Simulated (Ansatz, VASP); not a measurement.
**Na3Cl2: VASP beside Ansatz**

The input INCAR:

```
ALGO = Normal ; EDIFF = 1E-6
ENCUT = 520 ; GGA = PE
ISIF = 2 ; ISMEAR = 0
LASPH = True ; LCHARG = False
LREAL = False ; LWAVE = False
NBANDS = 26 ; NELM = 80
PREC = Accurate ; SIGMA = 0.1
```

File KPOINTS:

```
k-points
0
Gamma
  1 1 1
```

The input POSCAR:

```
Na3Cl2
1.0
    1.7599510000    -10.1702560000      0.0000000000
    1.7599510000     10.1702560000      0.0000000000
    0.0000000000      0.0000000000      3.5276360000
Na Cl
3 2
Direct
    0.4751170203      0.4829806234     -0.0454117742
    0.3092611399      0.6541220272      0.0307396415
    0.6698866390      0.3371485750     -0.0490710518
    0.9025967872      0.0750013778      0.5086826344
    0.0777324387      0.9028219632      0.4885282378
```

Input for Ansatz:

```yaml
crystal:
  lattice:
    - [1.759951, -10.170256, 0.0]
    - [1.759951, 10.170256, 0.0]
    - [0.0, 0.0, 3.527636]
  atoms:
    - { symbol: Na, position: [0.4751170203, 0.4829806234, -0.0454117742] }
    - { symbol: Na, position: [0.3092611399, 0.6541220272, 0.0307396415] }
    - { symbol: Na, position: [0.669886639, 0.337148575, -0.0490710518] }
    - { symbol: Cl, position: [0.9025967872, 0.0750013778, 0.5086826344] }
    - { symbol: Cl, position: [0.0777324387, 0.9028219632, 0.4885282378] }
basis:
  ecutwfc: 420
kpoints:
  mp_grid: { grid: [1, 1, 1] }
hamiltonian:
  xc: pbe
scf:
  occupations: { method: gaussian, width: 0.1 }
  mixing: { ndim: 12 }
  max_iter: 40
output:
  forces: true
  stress: true
  eigenvalues: true
```

Alike in both runs: task single point; functional PBE; k mesh 1 × 1 × 1; occupations gaussian, width 0.1 eV; no spin polarisation.

```csv
,VASP,Ansatz
version,VASP 6.6.1,Ansatz 0.2.0
potentials or method,"VASP PAW PBE potentials, release 64 (Na_pv, Cl), cutoff 520 eV","scalar-relativistic, plane waves, PAW"
valence electrons in the cell,35,41
```

```tsv
	VASP	Ansatz	Ansatz less VASP
pressure (GPa)	8.1	8.2	+0.03
traceless stress, the component that is largest in VASP (GPa)	-5.89	-5.86	+0.031
rms of the force components (eV/Å)	0.084	0.083	-0.0008
```

Atom by atom the forces differ by 0.001 eV/Å (rms over components). VASP's potentials hold 35 valence electrons a cell and Ansatz's 41, so a difference there can come from the potentials and not from the codes.

The k mesh is coarse, so the values compare programs but aren't converged.
